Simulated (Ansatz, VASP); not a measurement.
Na3Al: VASP beside Ansatz

The input INCAR:

```
ALGO = Normal
EDIFF = 1E-6
ENCUT = 520
GGA = PE
ISIF = 2
ISMEAR = -1
LASPH = True
LCHARG = True
LELF = True
LREAL = False
LVHAR = True
LWAVE = False
NBANDS = 20
NELM = 60
PREC = Accurate
SIGMA = 0.1
```

Contents of KPOINTS:

```
k-points
0
Gamma
  5 5 5
```

POSCAR

```
Na3Al
1.0
    0.0000000000      3.8330040000      3.8330040000
    3.8330040000      0.0000000000      3.8330040000
    3.8330040000      3.8330040000      0.0000000000
Na Al
3 1
Direct
    0.2500000000      0.2500000000      0.2500000000
    0.7500000000      0.7500000000      0.7500000000
    0.5000000000      0.5000000000      0.5000000000
    0.0000000000      0.0000000000      0.0000000000
```

Input for Ansatz:

```yaml
crystal:
  lattice:
    - [0.0, 3.833004, 3.833004]
    - [3.833004, 0.0, 3.833004]
    - [3.833004, 3.833004, 0.0]
  atoms:
    - { symbol: Na, position: [0.25, 0.25, 0.25] }
    - { symbol: Na, position: [0.7500000000000001, 0.7500000000000001, 0.7500000000000001] }
    - { symbol: Na, position: [0.5, 0.5, 0.5] }
    - { symbol: Al, position: [0.0, 0.0, 0.0] }
kpoints:
  mp_grid:
    grid: [5, 5, 5]
    shift: [0.0, 0.0, 0.0]
hamiltonian:
  xc: pbe
  pseudopotentials:
    kind: paw
scf:
  occupations:
    method: fermi_dirac
output:
  forces: true
  stress: true
  eigenvalues: true
```

Alike in both runs: task single point; functional PBE; k mesh 5 × 5 × 5; no spin polarisation.

|  | VASP | Ansatz |
| --- | --- | --- |
| version | VASP 6.6.1 | Ansatz 0.2.0 |
| potentials or method | VASP PAW PBE potentials, release 64 (Na_pv, Al) | plane waves, PAW |
| plane-wave cutoff (eV) | 520 | 420 |
| occupations | fermi-dirac, width 0.1 eV | fermi-dirac |
| valence electrons in the cell | 24 | 30 |

```tsv
	VASP	Ansatz	Ansatz less VASP
gap on the k mesh at the Fermi level (eV)	none	none	-
pressure (GPa)	0.1	0.1	-0.01
```

A gap of «none» marks a metal or a gap that the smearing closes. VASP's potentials hold 24 valence electrons a cell and Ansatz's 30, so a difference there can come from the potentials and not from the codes.
